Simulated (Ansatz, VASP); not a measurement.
## Rh in VASP and in Ansatz

File INCAR:

```
ALGO = Normal ; EDIFF = 1E-6
EDIFFG = -0.01 ; ENCUT = 600
GGA = PS ; IBRION = 2
ISIF = 3 ; ISMEAR = 0
LASPH = True ; LCHARG = False
LREAL = False ; LWAVE = False
NELM = 60 ; NSW = 80
PREC = Accurate ; SIGMA = 0.1
```

The input KPOINTS:

```
k-points
0
Gamma
  20 20 20
```

POSCAR

```
Rh
1.0
   -1.5143024795      1.5143024795      1.5143024795
    1.5143024795     -1.5143024795      1.5143024795
    1.5143024795      1.5143024795     -1.5143024795
Rh
1
Direct
    0.0000000000      0.0000000000      0.0000000000
```

Input for Ansatz:

```yaml
crystal:
  lattice:
    - [-1.5143024795, 1.5143024795, 1.5143024795]
    - [1.5143024795, -1.5143024795, 1.5143024795]
    - [1.5143024795, 1.5143024795, -1.5143024795]
  atoms:
    - { symbol: Rh, position: [0.0, 0.0, 0.0] }
basis:
  ecutwfc: 420
kpoints:
  mp_grid: { grid: [20, 20, 20] }
hamiltonian:
  xc: pbesol
scf:
  occupations: { method: gaussian, width: 0.1 }
output:
  forces: true
  stress: true
  eigenvalues: true
relax:
  adjacent_minimum: "off"
  f_tol: 0.01
  max_steps: 60
  cell: { stress_tol: 0.1 }
```

Alike in both runs: task relaxation of cell and atoms; functional PBEsol; k mesh 20 × 20 × 20; occupations gaussian, width 0.1 eV; no spin polarisation.

```csv
,VASP,Ansatz
version,VASP 6.6.1,Ansatz 0.2.0
potentials or method,"VASP PAW PBE potentials, release 64 (Rh_pv), cutoff 600 eV","scalar-relativistic, plane waves, PAW"
valence electrons in the cell,15,17
```

```tsv
	VASP	Ansatz	Ansatz less VASP
gap on the k mesh at the Fermi level, each at its own relaxed structure (eV)	none	none	-
relaxed volume (Å³/atom)	13.88	13.89	+0.013
relaxed cell length with the largest relative difference (Å)	2.622	2.623	+0.0008
```

VASP's potentials were made for PBE, not for PBEsol. A gap of «none» marks a metal or a gap that the smearing closes. VASP's potentials hold 15 valence electrons a cell and Ansatz's 17, so a difference there can come from the potentials and not from the codes.
